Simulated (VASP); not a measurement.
## TiAl: single point with LDA

Crystal: TiAl.

```
Ti Al
1.0
     2.93039    0.00000    0.00000
     0.00000    2.93039    0.00000
     0.00000    0.00000    3.87017
Ti Al
1 1
Cartesian
  0.0000 0.0000 0.0000
  1.4652 1.4652 1.9351
```

```json
{"Program": "VASP 6.6.1", "Task": "single point", "Functional": "LDA", "Potentials or basis": "VASP PAW LDA potentials, release 64 (Ti_sv, Al)", "Cutoff": "520 eV", "k mesh": "16 × 16 × 16", "Occupations": "gaussian, width 0.15 eV", "Spin": "no spin polarisation"}
```

The pressure is -8.9 GPa and the band gap on the k mesh is zero (an odd number of electrons rules out a gap without spin polarisation).

Stress tensor (GPa, compression positive):
```
-10.71   0.00   0.00
  0.00 -10.71   0.00
  0.00   0.00  -5.28
```

Levels at points of the mesh, in eV from the Fermi level:
```tsv
k point	band 5	band 6	band 7	band 8	band 9	band 10	band 11	band 12
(0.00, 0.00, 0.00)	-8.86	-1.64	-0.86	0.55	1.87	1.87	2.80	6.87
(0.50, 0.00, 0.00)	-4.82	-4.54	-1.35	-0.25	1.33	2.19	3.99	5.70
(0.50, 0.50, 0.00)	-3.49	-0.80	-0.80	-0.65	-0.11	-0.11	3.73	4.65
(0.00, 0.00, 0.50)	-7.12	-5.09	-0.60	1.09	1.33	1.33	2.83	7.50
(0.50, 0.00, 0.50)	-4.94	-2.68	-1.30	-1.23	1.43	1.64	1.84	4.03
(0.50, 0.50, 0.50)	-2.55	-2.46	-2.46	1.15	2.13	2.75	3.74	3.78
```

It took 2.1 min on 1 thread of Intel(R) Xeon(R) 6975P-C (Granite Rapids), on a shared host, peak memory 0.29 GiB.

Caveat: the cell stands under tension.
